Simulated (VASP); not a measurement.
Zn:

```
CELL_PARAMETERS angstrom
2.66000 0.00000 0.00000
-1.33000 2.30363 0.00000
0.00000 0.00000 4.93696
ATOMIC_POSITIONS crystal
Zn 0.33333 0.66667 0.75000
Zn 0.66667 0.33333 0.25000
```

| Property | Result |
| --- | --- |
| Program | VASP 6.6.1 |
| Task | relaxation of cell and atoms |
| Functional | PBEsol |
| Potentials or basis | VASP PAW PBE potentials, release 64 (Zn) |
| Cutoff | 600 eV |
| k mesh | 18 × 18 × 8 |
| Occupations | gaussian, width 0.05 eV |
| Spin | no spin polarisation |

At the start: pressure -4.7 GPa; volume 15.13 Å³/atom.

Problem. How do energy, volume and symmetry change on relaxing?

Solution. Over 3 steps the energy falls by 14.0 meV/atom and the volume is 14.27 Å³/atom (-5.7 %); space group P6_3/mmc (No. 194, to 0.1 Å) before and after.

The path:
| step | energy change (eV) | largest force (eV/Å) | pressure (GPa) | volume (Å³) |
| --- | --- | --- | --- | --- |
| 1 | 0.0000 | 0.0000 | -4.72 | 30.25 |
| 2 | -0.0276 | 0.0000 | 0.69 | 28.34 |
| 3 | -0.0280 | 0.0000 | -0.04 | 28.54 |

Final structure:
```
CELL_PARAMETERS angstrom
2.60216 0.00000 0.00000
-1.30108 2.25353 0.00000
0.00000 0.00000 4.86647
ATOMIC_POSITIONS crystal
Zn 0.33333 0.66667 0.75000
Zn 0.66667 0.33333 0.25000
```

Caveat: the PAW data sets were made with another functional, which shifts forces and pressure a little.
